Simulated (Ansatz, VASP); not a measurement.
# PtSe2 in VASP and in Ansatz

```xyz
3
Lattice="3.7240 0.0000 0.0000 -1.8620 3.2251 0.0000 0.0000 0.0000 5.0620" Properties=species:S:1:pos:R:3 pbc="T T T"
Pt    0.0000    0.0000    0.0000
Se    0.0000    2.2251    1.2655
Se    1.8620    1.1500    3.7965
```

Change from the starting cell: all Se atoms moved +0.075 Å, as atom 2 along Cartesian [0 1 0].

Alike in both runs: task single point; functional PBE; k mesh 12 × 12 × 10; occupations gaussian, width 0.15 eV; no spin polarisation.

|  | VASP | Ansatz |
| --- | --- | --- |
| version | VASP 6.6.1 | Ansatz 0.2.0 |
| potentials or method | VASP PAW PBE potentials, release 64 (Pt, Se), cutoff 520 eV | scalar-relativistic, plane waves, PAW |
| valence electrons in the cell | 22 | 50 |

|  | VASP | Ansatz | Ansatz less VASP |
| --- | --- | --- | --- |
| gap on the k mesh at the Fermi level (eV) | none | none | - |
| pressure (GPa) | 7.7 | 7.7 | 0.00 |
| traceless stress, the component that is largest in VASP (GPa) | -1.38 | -1.37 | +0.011 |
| rms of the force components (eV/Å) | 0.582 | 0.579 | -0.0037 |

Atom by atom the forces differ by 0.004 eV/Å (rms over components). A gap of «none» marks a metal or a gap that the smearing closes. VASP's potentials hold 22 valence electrons a cell and Ansatz's 50, so a difference there can come from the potentials and not from the codes.

Spin-orbit coupling is off throughout.
